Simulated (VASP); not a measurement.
# Cr in VASP: a series of runs, part 2 of 2

VASP 6.6.1.

**4. Electric field gradients, LDA, collinear spin, ferromagnetic start (equal xy, yz and zx shear strains of -3 %)**

Input file INCAR:

```
PREC = Accurate
ENCUT = 520
EDIFF = 1E-8
ISMEAR = -1
SIGMA = 0.08
LREAL = F
LASPH = T
NELM = 150
ALGO = Normal
ISIF = 2
LWAVE = F
LCHARG = F
ISPIN = 2
MAGMOM = 3
LORBIT = 11
LMAXMIX = 4
LEFG = T
NBANDS = 16
```

Input file KPOINTS:

```
regular mesh
0
Gamma
  18 18 18
```

Input file POSCAR:

```
Cr
1.0
   -1.4852085000      1.4419500000      1.4419500000
    1.4419500000     -1.4852085000      1.4419500000
    1.4419500000      1.4419500000     -1.4852085000
Cr
1
Direct
    0.0000000000      0.0000000000      0.0000000000
```

Potentials or basis: VASP PAW LDA potentials, release 64 (Cr_pv).

Launch:

```console
cat potpaw_LDA.64/Cr_pv/POTCAR > POTCAR
mpirun -np 1 vasp_std > vasp.out
```

OUTCAR:

```text
PREC = Accurate
   ENCUT = 520
   EDIFF = 1E-8
   ISMEAR = -1
   LREAL = F
   LASPH = T
   NELM = 150
   ISIF = 2
   ISPIN = 2
   LORBIT = 11

 ion  position               nearest neighbor table
   1  0.000  0.000  0.000-

  LATTYP: Found a trigonal (rhomboedric) cell.
 ALAT       =     2.5227532367
 COS(alpha) =    -0.3463033748

  Lattice vectors:

 A1 = (  -1.4852085000,   1.4419500000,   1.4419500000)
 A2 = (   1.4419500000,  -1.4852085000,   1.4419500000)
 A3 = (   1.4419500000,   1.4419500000,  -1.4852085000)

Analysis of symmetry for initial positions (statically):
=====================================================================
 Subroutine PRICEL returns:
 Original cell was already a primitive cell.

 Routine SETGRP: Setting up the symmetry group for a
 trigonal (rhombohedral) supercell.

 Subroutine GETGRP returns: Found 12 space group operations
 (whereof 12 operations were pure point group operations)
 out of a pool of 12 trial point group operations.

The static configuration has the point symmetry D_3d.

Analysis of symmetry for dynamics (positions and initial velocities):
=====================================================================
 Subroutine PRICEL returns:
 Original cell was already a primitive cell.

 Routine SETGRP: Setting up the symmetry group for a
 trigonal (rhombohedral) supercell.

 Subroutine GETGRP returns: Found 12 space group operations
 (whereof 12 operations were pure point group operations)
 out of a pool of 12 trial point group operations.

The dynamic configuration has the point symmetry D_3d.

Analysis of structural, dynamic, and magnetic symmetry:
=====================================================================
 Subroutine PRICEL returns:
 Original cell was already a primitive cell.

 Routine SETGRP: Setting up the symmetry group for a
 trigonal (rhombohedral) supercell.

 Subroutine GETGRP returns: Found 12 space group operations
 (whereof 12 operations were pure point group operations)
 out of a pool of 12 trial point group operations.

The overall configuration has the point symmetry D_3d.

 Subroutine INISYM returns: Found 12 space group operations
 (whereof 12 operations are pure point group operations),
 and found     1 'primitive' translations

----------------------------------------------------------------------------------------

                                     Primitive cell

  volume of cell :      11.9843

  direct lattice vectors                    reciprocal lattice vectors
    -1.485208500  1.441950000  1.441950000     0.010565822  0.352194060  0.352194060
     1.441950000 -1.485208500  1.441950000     0.352194060  0.010565822  0.352194060
     1.441950000  1.441950000 -1.485208500     0.352194060  0.352194060  0.010565822

  length of vectors
     2.522753237  2.522753237  2.522753237     0.498189670  0.498189670  0.498189670

  position of ions in fractional coordinates (direct lattice)
     0.000000000  0.000000000  0.000000000

  ion indices of the primitive-cell ions
   primitive index   ion index
                 1           1

----------------------------------------------------------------------------------------

[... 88 lines left out ...]
     AMIX     =   0.40;   BMIX     =  1.00
     AMIX_MAG =   1.60;   BMIX_MAG =  1.00
  volume/ion in A,a.u.               =      11.98        80.87
  Fermi-wavevector in a.u.,A,eV,Ry     =   1.637811  3.095014 36.496605  2.682425
  Thomas-Fermi vector in A             =   2.728888
   LORBIT       =     11    0 simple, 1 ext, 2 COOP (PROOUT), +10 PAW based schemes
   GGA     = CA    functional components
   LHFCALC =     F    Hartree Fock is set to
   AEXX    =    0.0000 exact exchange contribution
   IVDW    =     0    specifies the selected vdW correction
   LEPSILON=     F    determine dielectric tensor
   LRPA    =     F    only Hartree local field effects (RPA)
 spin polarized calculation
  energy-cutoff  :      520.00
  volume of cell :       11.98
 maximum number of plane-waves:       337
   NGX =  9   NGY =  9   NGZ =  9

 number of electron      12.0000002 magnetization      -0.0000010

 number of electron      12.0000002 magnetization       0.0000030

 Free energy of the ion-electron system (eV)
  ---------------------------------------------------
  ext. energy  EPLUGINS =         0.00000000
  ---------------------------------------------------
  free energy    TOTEN  =       -10.53315804 eV

  energy without entropy =      -10.51534421  energy(sigma->0) =      -10.52425113

 E-fermi :  10.2769     XC(G=0): -13.7854

 val. band max:       10.2720512702   @ k =  -0.3333   0.3333   0.2778
 cond. band min:      10.2798753208   @ k =  -0.3889  -0.4444   0.2778
 fundamental gap:      0.0078240506
 Fermi energy:        10.2768990806

 spin component 1

 k-point     1 :       0.0000    0.0000    0.0000
  band No.  band energies     occupation
      1     -32.1403      1.00000
      2     -32.1403      1.00000
      3     -32.0513      1.00000
      4       2.6159      1.00000
      5       9.0564      1.00000
      6       9.5343      0.99991
[... 435 lines left out ...]
      5       8.9632      1.00000
      6       9.1064      1.00000
[... 8 lines left out ...]
     15      37.8090      0.00000
     16      40.1141      0.00000

 [... further k-points ...]

 spin component 2

 k-point     1 :       0.0000    0.0000    0.0000
  band No.  band energies     occupation
      1     -32.1403      1.00000
      2     -32.1403      1.00000
      3     -32.0513      1.00000
      4       2.6159      1.00000
      5       9.0564      1.00000
      6       9.5343      0.99991
[... 435 lines left out ...]
      5       8.9632      1.00000
      6       9.1064      1.00000
[... 8 lines left out ...]
     15      37.8090      0.00000
     16      40.1141      0.00000

 [... further k-points ...]
[... 5 lines left out ...]
  --------------------------------------------------------------------------------------
  -------------------------------------------------------------------------------------
  Total       -1.7983364     -1.7983364     -1.7983364      0.1732741      0.1732741      0.1732741
  in kB     -240.4180742   -240.4180742   -240.4180742     23.1648658     23.1648658     23.1648658
  external PRESSURE =    -240.4180742 kB  Pullay stress =       0.0000000 kB

 VOLUME and BASIS-vectors are now :
 -----------------------------------------------------------------------------
  energy-cutoff  :      520.00
  volume of cell :       11.98
      direct lattice vectors                 reciprocal lattice vectors
    -1.485208500  1.441950000  1.441950000     0.010565822  0.352194060  0.352194060
     1.441950000 -1.485208500  1.441950000     0.352194060  0.010565822  0.352194060
     1.441950000  1.441950000 -1.485208500     0.352194060  0.352194060  0.010565822

 POSITION                                       TOTAL-FORCE (eV/Angst)
 -----------------------------------------------------------------------------------
      0.00000      0.00000      0.00000         0.000000     -0.000000     -0.000000
 -----------------------------------------------------------------------------------
    total drift:                                0.000000     -0.000000      0.000000

  FREE ENERGIE OF THE ION-ELECTRON SYSTEM (eV)
  ---------------------------------------------------
  free  energy   TOTEN  =       -10.5331580435 eV

  energy  without entropy=      -10.5153442099  energy(sigma->0) =      -10.52425113

 Electric field gradients (V/A^2)
---------------------------------------------------------------------
 ion       V_xx      V_yy      V_zz      V_xy      V_xz      V_yz
---------------------------------------------------------------------
   1      -0.000    -0.000    -0.000     1.222     1.222     1.222
---------------------------------------------------------------------

 Electric field gradients after diagonalization (V/A^2)
 (convention: |V_zz| > |V_xx| > |V_yy|)
----------------------------------------------------------------------
 ion       V_xx      V_yy      V_zz     asymmetry (V_yy - V_xx)/ V_zz
----------------------------------------------------------------------
   1      -1.222    -1.222     2.444       0.000
----------------------------------------------------------------------

           NMR quadrupolar parameters

 Cq : quadrupolar parameter    Cq=e*Q*V_zz/h
 eta: asymmetry parameters     (V_yy - V_xx)/ V_zz
 Q  : nuclear electric quadrupole moment in mb (millibarn)
----------------------------------------------------------------------
 ion       Cq(MHz)       eta       Q (mb)
----------------------------------------------------------------------
   1       0.006       0.000       1.000
----------------------------------------------------------------------

 total charge

# of ion       s       p       d       tot
------------------------------------------
    1        0.415   6.376   4.197  10.989

 magnetization (x)

# of ion       s       p       d       tot
------------------------------------------
    1        0.000   0.000  -0.000  -0.000
```

OSZICAR:

```text
N       E                     dE             d eps       ncg     rms          rms(c)
DAV:   1     0.803264227596E+02    0.80326E+02   -0.61661E+03 37968   0.854E+02
DAV:   2    -0.942052216399E+01   -0.89747E+02   -0.85114E+02 40288   0.245E+02
DAV:   3    -0.109540841142E+02   -0.15336E+01   -0.15305E+01 42288   0.355E+01
DAV:   4    -0.109596391794E+02   -0.55551E-02   -0.55550E-02 43320   0.212E+00
DAV:   5    -0.109596816471E+02   -0.42468E-04   -0.42469E-04 42448   0.168E-01    0.175E+01
DAV:   6    -0.105282475855E+02    0.43143E+00   -0.22829E+00 37936   0.269E+01    0.327E+00
DAV:   7    -0.105411676246E+02   -0.12920E-01   -0.89811E-02 38960   0.287E+00    0.168E+00
DAV:   8    -0.105382821419E+02    0.28855E-02   -0.50574E-03 42816   0.666E-01    0.768E-01
DAV:   9    -0.105329428648E+02    0.53393E-02   -0.19407E-03 41024   0.506E-01    0.163E-01
DAV:  10    -0.105331440810E+02   -0.20122E-03   -0.29456E-04 40720   0.133E-01    0.315E-02
DAV:  11    -0.105331542997E+02   -0.10219E-04   -0.61138E-06 43616   0.285E-02    0.140E-02
DAV:  12    -0.105331571651E+02   -0.28654E-05   -0.76028E-07 40368   0.741E-03    0.570E-03
DAV:  13    -0.105331579976E+02   -0.83254E-06   -0.10326E-07 39296   0.362E-03    0.205E-03
DAV:  14    -0.105331580434E+02   -0.45853E-07   -0.21223E-08 40264   0.179E-03    0.314E-04
DAV:  15    -0.105331580435E+02   -0.26830E-10   -0.16475E-09 19512   0.372E-04
   1 F= -.10533158E+02 E0= -.10524251E+02  d E =-.178138E-01  mag=    -0.0000
```

Wall time 2.2 min (1 thread of Intel Xeon Platinum 8488C (Sapphire Rapids), shared host); peak memory 0.26 GiB.

Results:

* Free energy: -10.5332 eV
* Pressure: -24.0 GPa
* Band gap on the k mesh: zero (filled and empty bands overlap)
* Net moment: 0.00 μB per cell
* Valence electrons inside the program's atomic spheres: Cr 10.99

Electric field gradients, principal values (V/Å²):
```csv
atom,least,middle,greatest (by size)
1 Cr,-1.222,-1.222,2.444
```

Caveat: the cell differs from its parent crystal (equal xy, yz and zx shear strains of -3 %); the starting moments collapsed, and a magnetic state may lie lower; without QUAD_EFG the Cq values of the log hold for a quadrupole moment of 1 mb, not for the nuclei.
